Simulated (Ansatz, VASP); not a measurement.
Ir: VASP beside Ansatz

File INCAR:

```
SYSTEM = Ir
  PREC = Accurate
  ENCUT = 520
  EDIFF = 1E-7
  ISMEAR = -1
  SIGMA = 0.05
  LREAL = .FALSE.
  LASPH = .TRUE.
  NELM = 150
  ALGO = Normal
  ISIF = 2
  LWAVE = .FALSE.
  LCHARG = .FALSE.
  LNONCOLLINEAR = .TRUE.
  MAGMOM = 0 0 0
  LORBIT = 11
  LSORBIT = .TRUE.
  GGA_COMPAT = .FALSE.
  LORBMOM = .TRUE.
  LMAXMIX = 4
  GGA = PE
  NBANDS = 20
```

Contents of KPOINTS:

```
regular mesh
0
G
  18 18 18
  0 0 0
```

POSCAR

```
Ir
1.0
    0.0000000000      1.9197000000      1.9197000000
    1.9197000000      0.0000000000      1.9197000000
    1.9197000000      1.9197000000      0.0000000000
Ir
1
Direct
    0.0000000000      0.0000000000      0.0000000000
```

Input for Ansatz:

```yaml
crystal:
  lattice:
    - [0.0, 1.9197, 1.9197]
    - [1.9197, 0.0, 1.9197]
    - [1.9197, 1.9197, 0.0]
  atoms:
    - { symbol: Ir, position: [0.0, 0.0, 0.0] }
kpoints:
  mp_grid: { grid: [18, 18, 18] }
  band_path:
    path:
      - [0.0, 0.0, 0.0]
      - [0.5, 0.0, 0.5]
      - [0.625, 0.25, 0.625]
      - [0.375, 0.375, 0.75]
      - [0.0, 0.0, 0.0]
      - [0.5, 0.5, 0.5]
      - [0.5, 0.25, 0.75]
      - [0.5, 0.0, 0.5]
    npoints: 5
scf:
  occupations: { method: fermi_dirac, width: 0.05 }
hamiltonian:
  xc: pbe
  pseudopotentials: { kind: all_electron, lapw: { basis_error: 0.0005 } }
output:
  forces: true
  stress: true
  eigenvalues: true
magnetization:
  noncollinear: true
  spin_orbit: true
```

Alike in both runs: task single point; functional PBE; k mesh 18 × 18 × 18; occupations fermi-dirac, width 0.05 eV; non-collinear spin, spin-orbit coupling.

```csv
,VASP,Ansatz
version,VASP 6.6.1,Ansatz 0.2.0
potentials or method,"VASP PAW PBE potentials, release 64 (Ir), cutoff 520 eV",all-electron LAPW
```

```csv
,VASP,Ansatz,Ansatz less VASP
pressure (GPa),10.7,9.5,-1.15
net moment per atom (μB),0.00,0.00,0.000
```

Ansatz ran all-electron here, and VASP with PAW potentials.
